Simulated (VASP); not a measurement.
# Ba (P6_3/mmc) in VASP: notebook

The runs below take Ba through single point, with RPBE.

Program: VASP 6.6.1. These are calculated values, not measurements. Logs are shortened: lines on timing, memory, paths and dates and some standing lists are left out, and cuts for length are marked.

## Step 1: The cell of the first run

Symmetry: P6_3/mmc, No. 194, hexagonal system. The conventional cell has a = 4.774 Å, b = 4.774 Å, c = 7.833 Å, α = 90.00°, β = 90.00°, γ = 120.00°.

## Step 2: Single point, RPBE (volume scaled by 1.12)

Contents of INCAR:

```
SYSTEM = Ba
PREC = Accurate
ENCUT = 520
EDIFF = 1E-6
ISMEAR = -1
SIGMA = 0.1
LREAL = .FALSE.
LASPH = .TRUE.
NELM = 60
ALGO = Normal
ISIF = 2
LWAVE = .FALSE.
LCHARG = .FALSE.
GGA = RP
NBANDS = 17
```

Contents of KPOINTS:

```
regular mesh
0
G
  9 9 5
  0 0 0
```

Contents of POSCAR:

```
Ba
1.0
    4.7735563482      0.0000000000      0.0000000000
   -2.3867781741      4.1340210639      0.0000000000
    0.0000000000      0.0000000000      7.8333498506
Ba
2
Direct
    0.3333333333      0.6666666667      0.2500000000
    0.6666666667      0.3333333333      0.7500000000
```

Potentials or basis: VASP PAW PBE potentials, release 64 (Ba_sv).

Launch:

```sh
$ cat potpaw_PBE.64/Ba_sv/POTCAR > POTCAR
$ mpirun -np 1 vasp_std > vasp.out
```

OUTCAR:

```text
SYSTEM = Ba
   PREC = Accurate
   ENCUT = 520
   EDIFF = 1E-6
   ISMEAR = -1
   LREAL = .FALSE.
   LASPH = .TRUE.
   NELM = 60
   ISIF = 2
   GGA = RP

 ion  position               nearest neighbor table
   1  0.333  0.667  0.250-
   2  0.667  0.333  0.750-

  LATTYP: Found a hexagonal cell.
 ALAT       =     4.7735563482
 C/A-ratio  =     1.6409882442

  Lattice vectors:

 A1 = (   4.7735563482,   0.0000000000,   0.0000000000)
 A2 = (  -2.3867781741,   4.1340210639,   0.0000000000)
 A3 = (   0.0000000000,   0.0000000000,   7.8333498506)

Analysis of symmetry for initial positions (statically):
=====================================================================
 Subroutine PRICEL returns:
 Original cell was already a primitive cell.

 Routine SETGRP: Setting up the symmetry group for a
 hexagonal supercell.

 Subroutine GETGRP returns: Found 24 space group operations
 (whereof 12 operations were pure point group operations)
 out of a pool of 24 trial point group operations.

The static configuration has the point symmetry D_3d.
 The point group associated with its full space group is D_6h.

Analysis of symmetry for dynamics (positions and initial velocities):
=====================================================================
 Subroutine PRICEL returns:
 Original cell was already a primitive cell.

 Routine SETGRP: Setting up the symmetry group for a
 hexagonal supercell.

 Subroutine GETGRP returns: Found 24 space group operations
 (whereof 12 operations were pure point group operations)
 out of a pool of 24 trial point group operations.

The dynamic configuration has the point symmetry D_3d.
 The point group associated with its full space group is D_6h.

 Subroutine INISYM returns: Found 24 space group operations
 (whereof 12 operations are pure point group operations),
 and found     1 'primitive' translations

----------------------------------------------------------------------------------------

                                     Primitive cell

  volume of cell :     154.5832

  direct lattice vectors                    reciprocal lattice vectors
     4.773556348  0.000000000  0.000000000     0.209487419  0.120947618  0.000000000
    -2.386778174  4.134021064  0.000000000     0.000000000  0.241895236  0.000000000
     0.000000000  0.000000000  7.833349851     0.000000000  0.000000000  0.127659305

  length of vectors
     4.773556348  4.773556348  7.833349851     0.241895236  0.241895236  0.127659305
[... 79 lines left out ...]
   ENCUT  =  520.0 eV  38.22 Ry    6.18 a.u.   8.88  8.88 14.56*2*pi/ulx,y,z
   NELM   =     60;   NELMIN=  2; NELMDL= -5     # of ELM steps
   EDIFF  = 0.1E-05   stopping-criterion for ELM
   LREAL  =      F    real-space projection
   EDIFFG = 0.1E-04   stopping-criterion for IOM
   NSW    =      0    number of steps for IOM
   IBRION =     -1    ionic relax: 0-MD 1-quasi-New 2-CG
   NFREE  =      0    steps in history (QN), initial steepest desc. (CG)
   ISIF   =      2    stress and relaxation
   ISYM   =      2    0-nonsym 1-usesym 2-fastsym
   POTIM  = 0.5000    time-step for ionic-motion
   TEBEG  =    0.0;   TEEND  =   0.0 temperature during run
   PSTRESS=    0.0 pullay stress
   NELECT =      20.0000    total number of electrons
   NUPDOWN=      -1.0000    fix difference up-down
   EMIN   =  10.00;   EMAX   =-10.00  energy-range for DOS
   EFERMI =   0.00;   METHOD = LEGACY
   ISMEAR =    -1;   SIGMA  =   0.10  broadening in eV -4-tet -1-fermi 0-gaus
   EFERMI_NEDOS =   21; number of points for ismear=-14 and -15
   IALGO  =     38    algorithm
   IMIX   =      4    mixing-type and parameters
     AMIX     =   0.40;   BMIX     =  1.00
     AMIX_MAG =   1.60;   BMIX_MAG =  1.00
  volume/ion in A,a.u.               =      77.29       521.59
  Fermi-wavevector in a.u.,A,eV,Ry     =   0.828001  1.564695  9.327954  0.685585
  Thomas-Fermi vector in A             =   1.940302
   LORBIT       =      0    0 simple, 1 ext, 2 COOP (PROOUT), +10 PAW based schemes
   GGA     = RP    functional components
   LHFCALC =     F    Hartree Fock is set to
   AEXX    =    0.0000 exact exchange contribution
   IVDW    =     0    specifies the selected vdW correction
   LEPSILON=     F    determine dielectric tensor
   LRPA    =     F    only Hartree local field effects (RPA)
 non-spin polarized calculation
  energy-cutoff  :      520.00
  volume of cell :      154.58
 maximum number of plane-waves:      4187
 NGX is ok and might be reduce to    36
   NGX = 17   NGY = 17   NGZ = 29

 number of electron      19.9999998 magnetization

 Free energy of the ion-electron system (eV)
  ---------------------------------------------------
  ext. energy  EPLUGINS =         0.00000000
  ---------------------------------------------------
  free energy    TOTEN  =        -3.37145501 eV

  energy without entropy =       -3.24158434  energy(sigma->0) =       -3.30651967

 E-fermi :   1.1600     XC(G=0):  -6.6785

 val. band max:        1.1335561134   @ k =   0.3333   0.1111   0.0000
 cond. band min:       1.1654702969   @ k =   0.3333   0.1111   0.0000
 fundamental gap:      0.0319141836
 Fermi energy:         1.1599774157

 k-point     1 :       0.0000    0.0000    0.0000
  band No.  band energies     occupation
      1     -28.1480      2.00000
      2     -28.1331      2.00000
      3     -13.4131      2.00000
      4     -13.2214      2.00000
      5     -13.2214      2.00000
      6     -13.1919      2.00000
[... 457 lines left out ...]
      4     -13.3478      2.00000
      5     -13.3478      2.00000
      6     -13.3007      2.00000
[... 9 lines left out ...]
     16       4.0885      0.00000
     17       4.5123      0.00000

 [... further k-points ...]

------------------------ aborting loop because EDIFF is reached ----------------------------------------

  FORCE on cell =-STRESS in cart. coord.  units (eV):
  Direction    XX          YY          ZZ          XY          YZ          ZX
  --------------------------------------------------------------------------------------
  -------------------------------------------------------------------------------------
  Total       -0.6197407     -0.6197407     -0.6420791      0.0000000      0.0000000      0.0000000
  in kB       -6.4233014     -6.4233014     -6.6548285      0.0000000      0.0000000      0.0000000
  external PRESSURE =      -6.5004771 kB  Pullay stress =       0.0000000 kB

 VOLUME and BASIS-vectors are now :
 -----------------------------------------------------------------------------
  energy-cutoff  :      520.00
  volume of cell :      154.58
      direct lattice vectors                 reciprocal lattice vectors
     4.773556348  0.000000000  0.000000000     0.209487419  0.120947618  0.000000000
    -2.386778174  4.134021064  0.000000000     0.000000000  0.241895236  0.000000000
     0.000000000  0.000000000  7.833349851     0.000000000  0.000000000  0.127659305

 POSITION                                       TOTAL-FORCE (eV/Angst)
 -----------------------------------------------------------------------------------
     -0.00000      2.75601      1.95834        -0.000000     -0.000000      0.000000
      2.38678      1.37801      5.87501         0.000000      0.000000      0.000000
 -----------------------------------------------------------------------------------
    total drift:                               -0.000000      0.000000     -0.000000

  FREE ENERGIE OF THE ION-ELECTRON SYSTEM (eV)
  ---------------------------------------------------
  free  energy   TOTEN  =        -3.3714550071 eV

  energy  without entropy=       -3.2415843361  energy(sigma->0) =       -3.30651967
```

OSZICAR:

```text
N       E                     dE             d eps       ncg     rms          rms(c)
DAV:   1     0.150709435230E+03    0.15071E+03   -0.79552E+03  1224   0.929E+02
DAV:   2     0.775769733435E+01   -0.14295E+03   -0.13975E+03  1853   0.187E+02
DAV:   3    -0.301319084776E+01   -0.10771E+02   -0.10725E+02  1623   0.572E+01
DAV:   4    -0.335333992193E+01   -0.34015E+00   -0.34004E+00  1996   0.739E+00
DAV:   5    -0.335537624618E+01   -0.20363E-02   -0.20362E-02  1653   0.673E-01    0.199E+00
DAV:   6    -0.336333934782E+01   -0.79631E-02   -0.87103E-03  1647   0.761E-01    0.121E+00
DAV:   7    -0.337106202841E+01   -0.77227E-02   -0.21371E-02  1419   0.141E+00    0.741E-02
DAV:   8    -0.337139719081E+01   -0.33516E-03   -0.81307E-04  1808   0.219E-01    0.308E-02
DAV:   9    -0.337144505782E+01   -0.47867E-04   -0.67584E-05  1866   0.482E-02    0.113E-02
DAV:  10    -0.337145480561E+01   -0.97478E-05   -0.18864E-05  1776   0.306E-02    0.403E-03
DAV:  11    -0.337145500706E+01   -0.20145E-06   -0.98961E-07  1302   0.619E-03
   1 F= -.33714550E+01 E0= -.33065197E+01  d E =-.129871E+00
```

It took 36 s on 1 thread of Intel Xeon 6975P-C (Granite Rapids), shared host; peak memory 0.29 GiB.

What came out:

| Item | Value |
| --- | --- |
| Free energy | -3.3715 eV |
| Pressure | -0.7 GPa |
| Band gap on the k mesh | zero (band 10 reaches 1.28 eV, above the bottom of band 11 at 1.10 eV) |

Caveat: the cell differs from its parent crystal (volume scaled by 1.12); the PAW data sets were made with another functional, which shifts forces and pressure a little; spin-orbit coupling is left out, which moves the levels of the heavy elements.

## Step 3: Single point, RPBE

This run uses another cell than the first one, of 69.01 Å³/atom, 0.893 times its volume.

Contents of INCAR:

```
PREC = Accurate
ENCUT = 520
EDIFF = 1E-7
ISMEAR = -1
SIGMA = 0.1
LREAL = False
LASPH = True
NELM = 100
ALGO = Normal
ISIF = 2
LWAVE = False
LCHARG = False
GGA = RP
NBANDS = 17
```

Contents of KPOINTS:

```
regular mesh
0
Gamma
  13 13 7
```

Contents of POSCAR:

```
Ba
1.0
    4.5965929422      0.0000000000      0.0000000000
   -2.2982964711      3.9807662588      0.0000000000
    0.0000000000      0.0000000000      7.5429549817
Ba
2
Direct
    0.3333333333      0.6666666667      0.2500000000
    0.6666666667      0.3333333333      0.7500000000
```

Potentials or basis: VASP PAW PBE potentials, release 64 (Ba_sv).

Launch:

```sh
$ cat potpaw_PBE.64/Ba_sv/POTCAR > POTCAR
$ mpirun -np 1 vasp_std > vasp.out
```

It took 88 s on 1 thread of Intel Xeon 6975P-C (Granite Rapids), shared host; peak memory 0.35 GiB.

The run converged. Its results:

- Free energy: -3.4030 eV
- Pressure: 0.1 GPa
- Band gap on the k mesh: zero (band 10 reaches 1.59 eV, above the bottom of band 11 at 1.36 eV)

Levels at points of the mesh, in eV from the Fermi level:
| k point | band 7 | band 8 | band 9 | band 10 | band 11 | band 12 | band 13 | band 14 |
| --- | --- | --- | --- | --- | --- | --- | --- | --- |
| (0.00, 0.00, 0.00) | -14.10 | -14.10 | -2.71 | -0.91 | 0.78 | 1.67 | 1.70 | 1.70 |

Caveat: the PAW data sets were made with another functional, which shifts forces and pressure a little; spin-orbit coupling is left out, which moves the levels of the heavy elements.
